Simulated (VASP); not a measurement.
Here is a VASP 6.6.1 calculation.

File POSCAR:

```
CaSe
1.0
    0.0000000000      3.2795613712      3.2795613712
    3.2795613712      0.0000000000      3.2795613712
    3.2795613712      3.2795613712      0.0000000000
Ca Se
1 1
Direct
    0.0000000000      0.0000000000      0.0000000000
    0.2500000000      0.2500000000      0.2500000000
```

The input INCAR.step1:

```
PREC     = Accurate       # precision mode
ENCUT    = 520            # plane-wave cutoff, eV
ISMEAR   = 0              # smearing method
SIGMA    = 0.01           # smearing width, eV
LREAL    = F              # projectors in reciprocal space
LASPH    = T              # aspherical terms in the spheres
NELM     = 100            # most SCF steps
NBANDS   = 15             # bands
GGA      = PE             # functional
ALGO     = Normal         # electronic algorithm
EDIFF    = 1E-4           # SCF threshold, eV
LWAVE    = T              # write WAVECAR
LCHARG   = F              # write CHGCAR
```

Contents of INCAR.step2:

```
PREC     = Accurate       # precision mode
ENCUT    = 520            # plane-wave cutoff, eV
EDIFF    = 1E-6           # SCF threshold, eV
ISMEAR   = 0              # smearing method
SIGMA    = 0.01           # smearing width, eV
LREAL    = F              # projectors in reciprocal space
LASPH    = T              # aspherical terms in the spheres
NELM     = 100            # most SCF steps
ALGO     = Normal         # electronic algorithm
ISIF     = 2              # what is computed and relaxed
LWAVE    = F              # write WAVECAR
LCHARG   = F              # write CHGCAR
METAGGA  = R2SCAN         # meta-GGA
LMIXTAU  = T            
NBANDS   = 15             # bands
ISTART   = 1
```

KPOINTS

```
Automatic mesh
0
Gamma
  6 6 6
```

Potentials or basis: VASP PAW PBE potentials, release 64 (Ca_sv, Se).

Launch:

```console
$ cat potpaw_PBE.64/Ca_sv/POTCAR potpaw_PBE.64/Se/POTCAR > POTCAR
$ cp INCAR.step1 INCAR
$ mpirun -np 1 vasp_std > vasp.out
$ cp INCAR.step2 INCAR
$ mpirun -np 1 vasp_std > vasp.out
```

Question: Estimate the pressure.

Answer: 0.2 GPa.

Question: Predict the band gap on the k mesh.

Answer: 3.69 eV (least direct gap 3.78 eV).

Caveat: the PAW data sets were made with another functional, which shifts forces and pressure a little. A k mesh can miss the band edges.
